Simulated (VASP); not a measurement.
Write the native input for VASP 6.6.1 that does the following.

| Property | Result |
| --- | --- |
| Task | single point |
| Functional | PBEsol |
| Potentials or basis | VASP PAW PBE potentials, release 64 (Ti_sv, Co) |
| Cutoff | 520 eV |
| k mesh | 14 × 14 × 14 |
| Occupations | gaussian, width 0.1 eV |
| Spin | collinear spin, ferromagnetic start |
| Starting moments | [0.0, 0.75] μB |
| Dipole correction | no |
| Further INCAR settings | ALGO = Fast; EDIFF = 1e-06; NBANDS = 22 |

The structure of TiCo lies in POSCAR:

```
TiCo
1.0
    2.9961398276      0.0000000000      0.0000000000
    0.0000000000      2.9961398276      0.0000000000
    0.0000000000      0.0000000000      2.9961398276
Ti Co
1 1
Direct
    0.0000000000      0.0000000000      0.0000000000
    0.5000000000      0.5000000000      0.5000000000
```

This cell differs from its parent crystal: volume scaled by 1.06.

The input as run:

INCAR

```
SYSTEM = TiCo
  ALGO = Fast
  EDIFF = 1E-6
  ENCUT = 520
  GGA = PS
  ISIF = 2
  ISMEAR = 0
  ISPIN = 2
  LASPH = .True.
  LCHARG = .False.
  LMAXMIX = 4
  LORBIT = 11
  LREAL = .False.
  LWAVE = .False.
  MAGMOM = 0 0.75
  NBANDS = 22
  NELM = 150
  PREC = Accurate
  SIGMA = 0.1
```

KPOINTS

```
k-points
0
Gamma
  14 14 14
  0 0 0
```

Potentials or basis: VASP PAW PBE potentials, release 64 (Ti_sv, Co).

Run with:

```console
$ cat potpaw_PBE.64/Ti_sv/POTCAR potpaw_PBE.64/Co/POTCAR > POTCAR
$ mpirun -np 1 vasp_std > vasp.out
```

Results of the run:

```
Pressure                                              : -9.6 GPa
Net moment                                            : 0.81 μB per cell
Site moments                                          : Ti -0.03; Co +0.87 μB
Valence electrons inside the program's atomic spheres : Ti 10.27; Co 8.27
```

Caveat: the PAW data sets were made with another functional, which shifts forces and pressure a little.

Run time: 61 s on 1 thread of Intel(R) Xeon(R) 6975P-C (Granite Rapids), with other jobs on the host, peak memory 0.23 GiB.
